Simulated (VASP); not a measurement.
# Ga5As2P3 (P1) in VASP: single point with PBE

Aim: the single point of Ga5As2P3 with PBE.

Everything below comes from runs of VASP 6.6.1. Logs are shortened: lines on timing, memory, paths and dates and some standing lists are left out, and cuts for length are marked.

## (1) The cell of the first run

The typed cell holds 10 atoms: a = 3.983 Å, b = 3.982 Å, c = 14.151 Å, α = 98.12°, β = 98.09°, γ = 90.00°.

## (2) Single point, PBE

INCAR reads:

```
ALGO = Normal ; EDIFF = 1E-6
ENCUT = 520 ; GGA = PE
ISIF = 2 ; ISMEAR = 0
LASPH = True ; LCHARG = False
LREAL = False ; LWAVE = False
NBANDS = 56 ; NELM = 80
PREC = Accurate ; SIGMA = 0.1
```

KPOINTS reads:

```
k-points
0
Gamma
  4 4 4
```

POSCAR reads:

```
Ga5As2P3
1.0
    0.0000349837     -3.9826956341      0.0003035858
    3.9818651711     -0.0000239061     -0.0001924661
   -1.9971247536      1.9930027567     13.8669188503
Ga P As
5 3 2
Direct
    0.8958478642      0.8957304961      0.7908995802
    0.2984086133      0.2982617266      0.5968992532
    0.7014602662      0.7015690774      0.4031347475
    0.1043983107      0.1045128842      0.2091115284
    0.4998686936      0.5002006919     -0.0000020079
    0.2499029467      0.7497618993      0.4999994939
    0.6529127189      0.1529745744      0.3061062520
    0.8469603347      0.3470894519      0.6938815792
    0.0521450954      0.5521065965      0.1044861691
    0.4480951561      0.9477926015      0.8954834044
```

Potentials or basis: VASP PAW PBE potentials, release 64 (Ga_d, P, As).

The run is started by

```sh
> cat potpaw_PBE.64/Ga_d/POTCAR potpaw_PBE.64/P/POTCAR potpaw_PBE.64/As/POTCAR > POTCAR
> mpirun -np 1 vasp_std > vasp.out
```

OUTCAR:

```text
EDIFF = 1E-6
   ENCUT = 520
   GGA = PE
   ISIF = 2
   ISMEAR = 0
   LASPH = True
   LREAL = False
   NELM = 80
   PREC = Accurate

 ion  position               nearest neighbor table
   1  0.896  0.896  0.791-   8 2.40   8 2.40  10 2.46  10 2.46
   2  0.298  0.298  0.597-   6 2.40   6 2.40   8 2.40   8 2.40
   3  0.701  0.702  0.403-   6 2.40   6 2.40   7 2.40   7 2.40
   4  0.104  0.105  0.209-   7 2.40   7 2.40   9 2.46   9 2.46
   5  0.500  0.500  1.000-  10 2.46   9 2.46  10 2.46   9 2.46
   6  0.250  0.750  0.500-   2 2.40   3 2.40   3 2.40   2 2.40
   7  0.653  0.153  0.306-   3 2.40   4 2.40   4 2.40   3 2.40
   8  0.847  0.347  0.694-   1 2.40   2 2.40   1 2.40   2 2.40
   9  0.052  0.552  0.104-   5 2.46   5 2.46   4 2.46   4 2.46
  10  0.448  0.948  0.895-   5 2.46   5 2.46   1 2.46   1 2.46

  LATTYP: Found a triclinic cell.
 ALAT       =    15.2265902319
 B/A-ratio  =     0.2615073444
 C/A-ratio  =     0.2615618852
 COS(alpha) =     0.0000147840
 COS(beta)  =     0.1307482555
 COS(gamma) =     0.3918134105

  Lattice vectors:

 A1 = (  -5.9666405723,   1.9897406896, -13.8668375039)
 A2 = (  -3.9818651711,   0.0000239061,   0.0001924661)
 A3 = (  -0.0000349837,   3.9826956341,  -0.0003035858)

Analysis of symmetry for initial positions (statically):
=====================================================================
 Subroutine PRICEL returns:
 Original cell was already a primitive cell.

 Routine SETGRP: Setting up the symmetry group for a
 triclinic supercell.

 Subroutine GETGRP returns: Found  1 space group operations
 (whereof  1 operations were pure point group operations)
 out of a pool of  2 trial point group operations.

The static configuration has the point symmetry C_1 .

Analysis of symmetry for dynamics (positions and initial velocities):
=====================================================================
 Subroutine PRICEL returns:
 Original cell was already a primitive cell.

 Routine SETGRP: Setting up the symmetry group for a
 triclinic supercell.

 Subroutine GETGRP returns: Found  1 space group operations
 (whereof  1 operations were pure point group operations)
 out of a pool of  2 trial point group operations.

The dynamic configuration has the point symmetry C_1 .

 Subroutine INISYM returns: Found  1 space group operations
 (whereof  1 operations are pure point group operations),
 and found     1 'primitive' translations

----------------------------------------------------------------------------------------

                                     Primitive cell

  volume of cell :     219.9102

  direct lattice vectors                    reciprocal lattice vectors
     0.000034984 -3.982695634  0.000303586     0.000000237 -0.251083471  0.036086641
     3.981865171 -0.000023906 -0.000192466     0.251140337  0.000004963  0.036168719
    -1.997124754  1.993002757 13.866918850     0.000003486  0.000005497  0.072113785

  length of vectors
     3.982695646  3.981865176 14.151042565     0.253663468  0.253731443  0.072113785

  position of ions in fractional coordinates (direct lattice)
     0.895847864  0.895730496  0.790899580
     0.298408613  0.298261727  0.596899253
     0.701460266  0.701569077  0.403134747
     0.104398311  0.104512884  0.209111528
     0.499868694  0.500200692  0.999997992
     0.249902947  0.749761899  0.499999494
     0.652912719  0.152974574  0.306106252
     0.846960335  0.347089452  0.693881579
     0.052145095  0.552106597  0.104486169
     0.448095156  0.947792601  0.895483404

  ion indices of the primitive-cell ions
   primitive index   ion index
                 1           1
                 2           2
                 3           3
                 4           4
                 5           5
                 6           6
                 7           7
                 8           8
                 9           9
                10          10

----------------------------------------------------------------------------------------

 KPOINTS: k-points

Automatic generation of k-mesh.
 Grid dimensions read from file:
 generate k-points for:    4    4    4

 Generating k-lattice:

  Cartesian coordinates                     Fractional coordinates (reciprocal lattice)
     0.000000059 -0.062770868  0.009021660     0.250000000 -0.000000000  0.000000000
     0.062785084  0.000001241  0.009042180    -0.000000000  0.250000000  0.000000000
     0.000000871  0.000001374  0.018028446     0.000000000 -0.000000000  0.250000000

  Length of vectors
     0.063415867  0.063432861  0.018028446

  Shift w.r.t. Gamma in fractional coordinates (k-lattice)
     0.000000000  0.000000000  0.000000000

 Subroutine IBZKPT returns following result:
 ===========================================

 Found     36 irreducible k-points:

 Following reciprocal coordinates:
            Coordinates               Weight
  0.000000  0.000000  0.000000      1.000000
  0.250000  0.000000  0.000000      2.000000
  0.250000  0.000000 -0.250000      2.000000
  0.500000  0.000000  0.000000      1.000000
  0.500000  0.000000  0.500000      1.000000
 -0.000000  0.250000  0.000000      2.000000
[... 16 lines left out ...]
  0.250000  0.250000  0.250000      2.000000
  0.250000 -0.250000  0.500000      2.000000
 [... further k-points ...]
   k-points           NKPTS =     36   k-points in BZ     NKDIM =     36   number of bands    NBANDS=     56
   number of dos      NEDOS =    301   number of ions     NIONS =     10
   total plane-waves  NPLWV =  97200
   dimension x,y,z NGX =    30 NGY =   30 NGZ =  108
   dimension x,y,z NGXF=    60 NGYF=   60 NGZF=  216
   ions per type =               5   3   2
   NGX,Y,Z   is equivalent  to a cutoff of  12.52, 12.53, 12.69 a.u.
   NGXF,Y,Z  is equivalent  to a cutoff of  25.05, 25.05, 25.38 a.u.
 SYSTEM =  unknown system
   PREC   = accura    normal or accurate (medium, high low for compatibility)
   ISTART =      0    job   : 0-new  1-cont  2-samecut
   ICHARG =      2    charge: 1-file 2-atom 10-const
   ISPIN  =      1    spin polarized calculation?
   LNONCOLLINEAR =      F non collinear calculations
   LSORBIT =      F    spin-orbit coupling
   LASPH  =      T    aspherical Exc in radial PAW
   ENCUT  =  520.0 eV  38.22 Ry    6.18 a.u.   7.41  7.40 26.31*2*pi/ulx,y,z
   NELM   =     80;   NELMIN=  2; NELMDL= -5     # of ELM steps
   EDIFF  = 0.1E-05   stopping-criterion for ELM
   LREAL  =      F    real-space projection
   EDIFFG = 0.1E-04   stopping-criterion for IOM
   NSW    =      0    number of steps for IOM
   IBRION =     -1    ionic relax: 0-MD 1-quasi-New 2-CG
   NFREE  =      0    steps in history (QN), initial steepest desc. (CG)
   ISIF   =      2    stress and relaxation
   ISYM   =      2    0-nonsym 1-usesym 2-fastsym
   POTIM  = 0.5000    time-step for ionic-motion
   TEBEG  =    0.0;   TEEND  =   0.0 temperature during run
   PSTRESS=    0.0 pullay stress
   NELECT =      90.0000    total number of electrons
   NUPDOWN=      -1.0000    fix difference up-down
   EMIN   =  10.00;   EMAX   =-10.00  energy-range for DOS
   EFERMI =   0.00;   METHOD = LEGACY
   ISMEAR =     0;   SIGMA  =   0.10  broadening in eV -4-tet -1-fermi 0-gaus
   EFERMI_NEDOS =   21; number of points for ismear=-14 and -15
   IALGO  =     38    algorithm
   IMIX   =      4    mixing-type and parameters
     AMIX     =   0.40;   BMIX     =  1.00
     AMIX_MAG =   1.60;   BMIX_MAG =  1.00
  volume/ion in A,a.u.               =      21.99       148.40
  Fermi-wavevector in a.u.,A,eV,Ry     =   1.215460  2.296886 20.100460  1.477342
  Thomas-Fermi vector in A             =   2.350846
   LORBIT       =      0    0 simple, 1 ext, 2 COOP (PROOUT), +10 PAW based schemes
   GGA     = PE    functional components
   LHFCALC =     F    Hartree Fock is set to
   AEXX    =    0.0000 exact exchange contribution
   IVDW    =     0    specifies the selected vdW correction
   LEPSILON=     F    determine dielectric tensor
   LRPA    =     F    only Hartree local field effects (RPA)
 non-spin polarized calculation
 Gauss-broadening in eV      SIGMA  =   0.10
  energy-cutoff  :      520.00
  volume of cell :      219.91
 maximum number of plane-waves:      5987
 NGX is ok and might be reduce to    30
   NGX = 15   NGY = 15   NGZ = 53

 number of electron      89.9999962 magnetization

 Free energy of the ion-electron system (eV)
  ---------------------------------------------------
  ext. energy  EPLUGINS =         0.00000000
  ---------------------------------------------------
  free energy    TOTEN  =       -43.61305781 eV

  energy without entropy =      -43.61305781  energy(sigma->0) =      -43.61305781

 E-fermi :   4.4665     XC(G=0):  -9.5551

 val. band max:        4.0294667027   @ k =   0.0000   0.0000   0.0000
 cond. band min:       4.9585626076   @ k =   0.0000   0.0000   0.0000
 fundamental gap:      0.9290959049
 Fermi energy:         4.4665215507

 k-point     1 :       0.0000    0.0000    0.0000
  band No.  band energies     occupation
      1     -10.7343      2.00000
      2     -10.7019      2.00000
      3     -10.6577      2.00000
      4     -10.6558      2.00000
      5     -10.6509      2.00000
      6     -10.6508      2.00000
[... 48 lines left out ...]
     55       7.8227      0.00000
     56       7.8350      0.00000

 k-point     2 :       0.2500    0.0000    0.0000
  band No.  band energies     occupation
      1     -10.7249      2.00000
      2     -10.6990      2.00000
      3     -10.6810      2.00000
      4     -10.6652      2.00000
      5     -10.6466      2.00000
      6     -10.6457      2.00000
[... 48 lines left out ...]
     55       8.4900      0.00000
     56       8.8932      0.00000
[... 1237 lines left out ...]
     55       9.3489      0.00000
     56       9.5247      0.00000

 k-point    24 :       0.2500   -0.2500    0.5000
  band No.  band energies     occupation
      1     -10.7261      2.00000
      2     -10.7024      2.00000
      3     -10.7022      2.00000
      4     -10.6738      2.00000
      5     -10.6642      2.00000
      6     -10.6310      2.00000
[... 48 lines left out ...]
     55       9.3487      0.00000
     56       9.5361      0.00000

 [... further k-points ...]

------------------------ aborting loop because EDIFF is reached ----------------------------------------

  FORCE on cell =-STRESS in cart. coord.  units (eV):
  Direction    XX          YY          ZZ          XY          YZ          ZX
  --------------------------------------------------------------------------------------
  -------------------------------------------------------------------------------------
  Total        0.1291233      0.1005763      0.1279271      0.0001058     -0.0013679      0.0365324
  in kB        0.9407402      0.7327582      0.9320252      0.0007711     -0.0099663      0.2661606
  external PRESSURE =       0.8685079 kB  Pullay stress =       0.0000000 kB

 VOLUME and BASIS-vectors are now :
 -----------------------------------------------------------------------------
  energy-cutoff  :      520.00
  volume of cell :      219.91
      direct lattice vectors                 reciprocal lattice vectors
     0.000034984 -3.982695634  0.000303586     0.000000237 -0.251083471  0.036086641
     3.981865171 -0.000023906 -0.000192466     0.251140337  0.000004963  0.036168719
    -1.997124754  1.993002757 13.866918850     0.000003486  0.000005497  0.072113785

 POSITION                                       TOTAL-FORCE (eV/Angst)
 -----------------------------------------------------------------------------------
      1.98718     -1.99165     10.96744        -0.001935      0.002852     -0.014746
     -0.00443      0.00114      8.27719         0.001720     -0.000212     -0.003516
      1.98847     -1.99027      5.59031        -0.000036      0.000009      0.000692
     -0.00146      0.00097      2.89974         0.000163     -0.001583      0.013597
     -0.00537      0.00216     13.86695        -0.002546     -0.001998      0.000080
      1.98690      0.00120      6.93338         0.000798     -0.001069      0.000764
     -0.00219     -1.99029      4.24492        -0.000043     -0.000344     -0.001186
     -0.00368     -1.99029      9.62219        -0.001474     -0.000208      0.002871
      1.98974      0.00055      1.44881         0.001481      0.000904      0.004494
      1.98561      0.00005     12.41755         0.001872      0.001649     -0.003050
 -----------------------------------------------------------------------------------
    total drift:                               -0.000086     -0.000101     -0.000002

  FREE ENERGIE OF THE ION-ELECTRON SYSTEM (eV)
  ---------------------------------------------------
  free  energy   TOTEN  =       -43.6130578090 eV

  energy  without entropy=      -43.6130578090  energy(sigma->0) =      -43.61305781
```

It took 13 min on 1 thread of Intel Xeon 8259CL, shared host; peak memory 0.52 GiB.

What came out:

```yaml
Free_energy: -43.6131 eV
Pressure: 0.1 GPa
Largest_force: 0.015 eV/Å
Band_gap_on_the_k_mesh: 0.93 eV
```

Forces on the atoms (eV/Å):
```
Ga  -0.002  0.003 -0.015
Ga   0.002  0.000 -0.004
Ga   0.000  0.000  0.001
Ga   0.000 -0.002  0.014
Ga  -0.003 -0.002  0.000
P    0.001 -0.001  0.001
P    0.000  0.000 -0.001
P   -0.001  0.000  0.003
As   0.001  0.001  0.004
As   0.002  0.002 -0.003
```

Levels at points of the mesh, in eV from the valence-band top:
```tsv
k point	band 43	band 44	band 45	band 46	band 47	band 48
(0.00, 0.00, 0.00)	-0.01	-0.01	0.00	0.93	1.33	1.43
(0.50, 0.00, 0.00)	-1.06	-0.85	-0.83	1.22	1.91	2.01
(0.50, 0.00, 0.50)	-1.06	-0.85	-0.83	1.22	1.91	2.00
(0.00, 0.50, 0.00)	-1.06	-0.85	-0.83	1.22	1.91	2.01
(0.50, 0.50, 0.00)	-2.78	-2.55	-2.54	1.63	1.79	2.35
(0.50, 0.50, 0.50)	-2.78	-2.55	-2.54	1.63	1.79	2.35
(0.00, 0.00, 0.50)	-0.64	-0.29	-0.29	1.42	1.47	1.71
(0.00, 0.50, 0.50)	-1.06	-0.85	-0.83	1.22	1.90	2.00
```
